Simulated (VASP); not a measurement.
# LiSnF3 (R3m) in VASP: vibrations by perturbation theory with PBE

Aim: the vibrations by perturbation theory of LiSnF3 with PBE.

Program: VASP 6.6.1. These are calculated values, not measurements. Logs are shortened: lines on timing, memory, paths and dates and some standing lists are left out, and cuts for length are marked.

## 1. The cell of the first run

Symmetry: R3m, No. 160, trigonal system. Conventional cell: a = 5.818 Å, b = 5.818 Å, c = 7.498 Å, α = 90.00°, β = 90.00°, γ = 120.00°. Li (site symmetry 3m) has 6 F at 1.93 to 2.35 Å within 2.6 Å. Sn (site symmetry 3m) has 3 F at 2.15 Å within 2.8 Å. F (site symmetry m) has 2 Li at 1.93 to 2.35 Å and 1 Sn at 2.15 Å within 2.6 Å.

## 2. Vibrations by perturbation theory, PBE

Input file INCAR:

```
  PREC = Accurate
  ENCUT = 520
  EDIFF = 1E-8
  ISMEAR = 0
  SIGMA = 0.01
  LREAL = False
  LASPH = True
  NELM = 60
  ALGO = Normal
  ISIF = 2
  LWAVE = False
  LCHARG = True
  GGA = PE
  IBRION = 8
  NSW = 1
  LEPSILON = True
```

Input file KPOINTS:

```
Automatic mesh
0
Gamma
  6 6 6
```

Input file POSCAR:

```
LiSnF3
1.0
    2.9090719987      1.6795535015      2.4994609476
   -2.9090719987      1.6795535015      2.4994609476
    0.0000000000     -3.3591070031      2.4994609476
Li Sn F
1 1 3
Direct
    0.9777298437      0.9777298437      0.9777298437
    0.4019649183      0.4019649183      0.4019649183
    0.0506933530      0.5236845836      0.0506933530
    0.0506933530      0.0506933530      0.5236845836
    0.5236845836      0.0506933530      0.0506933530
```

Potentials or basis: VASP PAW PBE potentials, release 64 (Li_sv, Sn_d, F).

Run with:

```
> cat potpaw_PBE.64/Li_sv/POTCAR potpaw_PBE.64/Sn_d/POTCAR potpaw_PBE.64/F/POTCAR > POTCAR
> mpirun -np 1 vasp_std > vasp.out
```

OUTCAR:

```text
PREC = Accurate
   ENCUT = 520
   EDIFF = 1E-8
   ISMEAR = 0
   LREAL = False
   LASPH = True
   NELM = 60
   ISIF = 2
   GGA = PE
   IBRION = 8
   NSW = 1
   LEPSILON = True

 ion  position               nearest neighbor table
   1  0.978  0.978  0.978-   3 1.93   5 1.93   4 1.93   2 3.18
   2  0.402  0.402  0.402-   4 2.15   3 2.15   5 2.15   1 3.18
   3  0.051  0.524  0.051-   1 1.93   2 2.15
   4  0.051  0.051  0.524-   1 1.93   2 2.15
   5  0.524  0.051  0.051-   1 1.93   2 2.15

  LATTYP: Found a trigonal (rhomboedric) cell.
 ALAT       =     4.1869923437
 COS(alpha) =     0.0345392952

  Lattice vectors:

 A1 = (   2.9090719987,   1.6795535015,   2.4994609476)
 A2 = (  -2.9090719987,   1.6795535015,   2.4994609476)
 A3 = (   0.0000000000,  -3.3591070031,   2.4994609476)

Analysis of symmetry for initial positions (statically):
=====================================================================
 Subroutine PRICEL returns:
 Original cell was already a primitive cell.

 Routine SETGRP: Setting up the symmetry group for a
 trigonal (rhombohedral) supercell.

 Subroutine GETGRP returns: Found  6 space group operations
 (whereof  6 operations were pure point group operations)
 out of a pool of 12 trial point group operations.

The static configuration has the point symmetry C_3v.

Analysis of symmetry for dynamics (positions and initial velocities):
=====================================================================
[... 932 lines left out ...]
  x    -4.67961    -1.82761    -2.11087    -0.98787     2.51491     4.67952
  y    -1.28835    -2.46859    -1.21871    -1.54483     1.73009     2.36592
  z     4.92604     2.82740     6.02842     1.81747    -1.63927    -2.82029

 SECOND DERIVATIVES (NOT SYMMETRIZED)
 ------------------------------------
               1X          1Y          1Z          2X          2Y          2Z          3X          3Y          3Z          4X          4Y          4Z          5X          5Y          5Z
  1X    -3.069294   -0.000000   -0.000000    1.095015    0.000000   -0.000000    0.793260   -0.234116   -0.199794    0.387759   -0.000000    0.000000    0.793260    0.234116    0.199794
  1Y    -0.000000   -3.069294    0.000000   -0.000000    1.095015   -0.000000   -0.234116    0.522926    0.115351    0.000000    0.928427   -0.230703    0.234116    0.522926    0.115351
  1Z     0.000000    0.000000   -1.711197    0.000000   -0.000000    1.177957   -0.069104    0.039897    0.177747    0.000000   -0.079795    0.177747    0.069104    0.039897    0.177747
  2X     1.061679    0.000000    0.000000   -6.054866    0.000000    0.000000    2.391384   -1.259180    2.217498    0.210419    0.000000    0.000000    2.391384    1.259180   -2.217498
  2Y    -0.000000    1.061679   -0.000000    0.000000   -6.054866    0.000000   -1.259180    0.937407   -1.280273    0.000000    3.118372    2.560546    1.259180    0.937407   -1.280273
  2Z     0.000000   -0.000000    1.142622    0.000000    0.000000  -10.523371    1.980814   -1.143624    3.126916    0.000000    2.287247    3.126916   -1.980814   -1.143624    3.126916
  3X     0.713943   -0.204483   -0.068474    2.390409   -1.250587    1.977383   -5.361338    2.114324   -1.608159    0.569903   -0.556916   -0.342753    1.687082   -0.102339    0.042003
  3Y    -0.204483    0.477827    0.039534   -1.250587    0.946356   -1.141643    2.114324   -2.919926    0.928471   -0.747342    1.306461   -0.246389    0.088087    0.189283    0.420027
  3Z    -0.164774    0.095133    0.158023    2.186252   -1.262233    3.147055   -1.600322    0.923946   -4.292155   -0.380847   -0.173337    0.493539   -0.040309    0.416492    0.493539
  4X     0.359768    0.000000    0.000000    0.224329    0.000000    0.000000    0.557561   -0.740216   -0.384755   -1.699221    0.000000    0.000000    0.557561    0.740216    0.384755
  4Y     0.000000    0.832001   -0.079067    0.000000    3.112436    2.283285   -0.549790    1.318803   -0.173638    0.000000   -6.582043   -1.856942    0.549790    1.318803   -0.173638
  4Z     0.000000   -0.190265    0.158023    0.000000    2.524466    3.147055   -0.340538   -0.243154    0.493539    0.000000   -1.847892   -4.292155    0.340538   -0.243154    0.493539
  5X     0.713943    0.204483    0.068474    2.390409    1.250587   -1.977383    1.687082    0.102339   -0.042003    0.569903    0.556916    0.342753   -5.361338   -2.114324    1.608159
  5Y     0.204483    0.477827    0.039534    1.250587    0.946356   -1.141643   -0.088087    0.189283    0.420027    0.747342    1.306461   -0.246389   -2.114324   -2.919926    0.928471
  5Z     0.164774    0.095133    0.158023   -2.186252   -1.262233    3.147055    0.040309    0.416492    0.493539    0.380847   -0.173337    0.493539    1.600322    0.923946   -4.292155

 Eigenvectors and eigenvalues of the dynamical matrix
 ----------------------------------------------------

   1 f  =   11.467700 THz    72.053681 2PiTHz  382.521281 cm-1    47.426573 meV
             X         Y         Z           dx          dy          dz
      0.000000 -0.000000  7.331393     0.000000    0.000000    0.040892
      0.000000 -0.000000  3.014087     0.000000    0.000000   -0.261809
     -1.375966  0.794414  1.562341     0.446575   -0.257830    0.209815
      0.000000 -1.588828  1.562341     0.000000    0.515660    0.209815
      1.375966  0.794414  1.562341    -0.446575   -0.257830    0.209815
[... 105 lines left out ...]
  15 f/i=    0.074005 THz     0.464990 2PiTHz    2.468555 cm-1     0.306062 meV
             X         Y         Z           dx          dy          dz
      0.000000 -0.000000  7.331393     0.189030    0.013350   -0.000000
      0.000000 -0.000000  3.014087     0.803208    0.056727   -0.000000
     -1.375966  0.794414  1.562341     0.323380    0.023315   -0.001022
      0.000000 -1.588828  1.562341     0.324115    0.022819   -0.000087
      1.375966  0.794414  1.562341     0.323317    0.022430    0.001109

--------------------------------------------------------------------------------------------------------

 MACROSCOPIC STATIC DIELECTRIC TENSOR IONIC CONTRIBUTION
 ------------------------------------------------------
           6.919299    -0.000000    -0.000000
          -0.000000     6.919299    -0.000000
          -0.000000    -0.000000     5.057693
 ------------------------------------------------------

 ELASTIC MODULI CONTR FROM IONIC RELAXATION (kBar)
 Direction    XX          YY          ZZ          XY          YZ          ZX
 --------------------------------------------------------------------------------
 XX        -447.4643   -208.0948   -424.2978      0.0000     51.5547      0.0000
 YY        -208.0948   -447.4643   -424.2978     -0.0000    -51.5547      0.0000
 ZZ        -424.2978   -424.2978   -760.5461     -0.0000      0.0000      0.0000
 XY           0.0000     -0.0000      0.0000   -120.9520      0.0000     46.4009
 YZ          51.5547    -51.5547      0.0000      0.0000   -297.0646     -0.0000
 ZX           0.0000      0.0000      0.0000     46.4009     -0.0000   -315.5556
 --------------------------------------------------------------------------------

 PIEZOELECTRIC TENSOR IONIC CONTR  for field in x, y, z        (C/m^2)
          XX          YY          ZZ          XY          YZ          ZX
  --------------------------------------------------------------------------------
  x     0.00000     0.00000     0.00000    -0.19816     0.00000    -1.14746
  y    -0.19816     0.19816     0.00000     0.00000    -1.05800     0.00000
  z    -1.08865    -1.08865    -1.46785    -0.00000     0.00000     0.00000
```

Wall time 72 min (1 thread of Intel Xeon 8259CL, shared host); peak memory 0.62 GiB.

What came out:

```
Electronic dielectric tensor (diagonal)                 : 2.89, 2.89, 2.86
Born charges (mean of the diagonal)                     : Li +1.13; Sn +2.66; F -1.26 e
Highest phonon frequency at Γ, LO-TO splitting left out : 383 cm⁻¹
```

Phonon frequencies in cm⁻¹ (negative: imaginary):
```tsv
q point	frequencies
(0.000, 0.000, 0.000)	-2 -2 -1 118 122 122 222 245 245 262 320 320 363 363 383
```

Electronic dielectric tensor:
```
2.89 0.00 0.00
0.00 2.89 0.00
0.00 0.00 2.86
```

Born effective charge tensors (e):
atom 1, Li
```
1.16 0.00 0.00
0.00 1.16 0.00
0.00 0.00 1.06
```
atom 2, Sn
```
2.55 0.00 0.00
0.00 2.55 0.00
0.00 0.00 2.89
```
atom 3, F
```
-1.30  0.12 -0.47
 0.12 -1.17  0.27
-0.38  0.22 -1.32
```
atom 4, F
```
-1.10  0.00  0.00
 0.00 -1.37 -0.55
 0.00 -0.44 -1.32
```
atom 5, F
```
-1.30 -0.12  0.47
-0.12 -1.17  0.27
 0.38  0.22 -1.32
```

Caveat: spin-orbit coupling is left out, which moves the levels of the heavy elements.
